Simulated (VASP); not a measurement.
**Cr: single point with LDA**

Cr:

```
CELL_PARAMETERS angstrom
-2.74450 2.74504 1.14984
2.74504 -2.74450 1.14984
1.67743 1.67743 -1.14883
ATOMIC_POSITIONS crystal
Cr 0.00002 0.99998 0.00000
Cr 0.74998 0.25002 0.50000
```

| Property | Result |
| --- | --- |
| Program | VASP 6.6.1 |
| Task | single point |
| Functional | LDA |
| Potentials or basis | VASP PAW LDA potentials, release 64 (Cr_pv) |
| Cutoff | 500 eV |
| k mesh | 17 × 17 × 15 |
| Occupations | fermi-dirac, width 0.1 eV |
| Spin | no spin polarisation |

The pressure is 12.7 GPa and the band gap on the k mesh is zero (bands 12 and 13 overlap by 1.23 eV).

Stress tensor (GPa, compression positive):
```
12.67 -0.42 -0.04
-0.42 12.67 -0.04
-0.04 -0.04 12.83
```

Levels at points of the mesh, in eV from the Fermi level:
```
           k point  band 9  band 10  band 11  band 12  band 13  band 14  band 15  band 16
(0.00, 0.00, 0.00)   -2.02    -1.79    -0.93     0.42     0.81     0.82     1.71     1.75
```

Run time: 12 min on 1 thread of Intel Xeon 8259CL (shared host), peak memory 0.44 GiB.

Caveat: the cell stands under pressure; the run has no spin polarisation, though such a crystal can be magnetic. Spin polarisation is off, so any magnetic state and its effect on volume and gap are missing.
